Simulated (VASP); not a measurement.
A run of VASP 6.6.1 is set up as follows.

Contents of INCAR:

```
PREC     = Accurate       # precision mode
ENCUT    = 520            # plane-wave cutoff, eV
EDIFF    = 1E-7           # SCF threshold, eV
ISMEAR   = -1             # smearing method
SIGMA    = 0.05           # smearing width, eV
LREAL    = F              # projectors in reciprocal space
LASPH    = T              # aspherical terms in the spheres
NELM     = 60             # most SCF steps
ALGO     = Normal         # electronic algorithm
ISIF     = 2              # what is computed and relaxed
LWAVE    = F              # write WAVECAR
LCHARG   = F              # write CHGCAR
GGA      = RP             # functional
IVDW     = 12             # dispersion correction
NBANDS   = 56             # bands
```

The input KPOINTS:

```
regular mesh
0
Gamma
  5 8 4
```

File POSCAR:

```
HfO2
1.0
    5.4483376746      0.0000000000      0.0000000000
    0.0000000000      3.2406904721      0.0000000000
    0.0000000000      0.0000000000      6.3469720019
Hf O
4 8
Direct
    0.7456835744      0.7500000000      0.6142740718
    0.2543164256      0.2500000000      0.3857259282
    0.2456835744      0.7500000000      0.8857259282
    0.7543164256      0.2500000000      0.1142740718
    0.6420761832      0.2500000000      0.4275812765
    0.3579238168      0.7500000000      0.5724187235
    0.1420761832      0.2500000000      0.0724187235
    0.8579238168      0.7500000000      0.9275812765
    0.5268882764      0.2500000000      0.8347494564
    0.4731117236      0.7500000000      0.1652505436
    0.0268882764      0.2500000000      0.6652505436
    0.9731117236      0.7500000000      0.3347494564
```

Potentials or basis: VASP PAW PBE potentials, release 64 (Hf_pv, O).

Run with:

```bash
$ cat potpaw_PBE.64/Hf_pv/POTCAR potpaw_PBE.64/O/POTCAR > POTCAR
$ mpirun -np 1 vasp_std > vasp.out
```

(1) What does it give for the dispersion energy per atom?

(2) What does it give for the largest force?

(3) Estimate the pressure.

(4) Predict the band gap on the k mesh.

## Answers

(1) -1.567 eV.

(2) 0.065 eV/Å.

(3) -4.5 GPa.

(4) 3.40 eV.

Caveat: the cell stands under tension; the PAW data sets were made with another functional, which shifts forces and pressure a little; spin-orbit coupling is left out, which moves the levels of the heavy elements; an odd mesh through Γ misses points on the zone boundary, where band edges can lie.
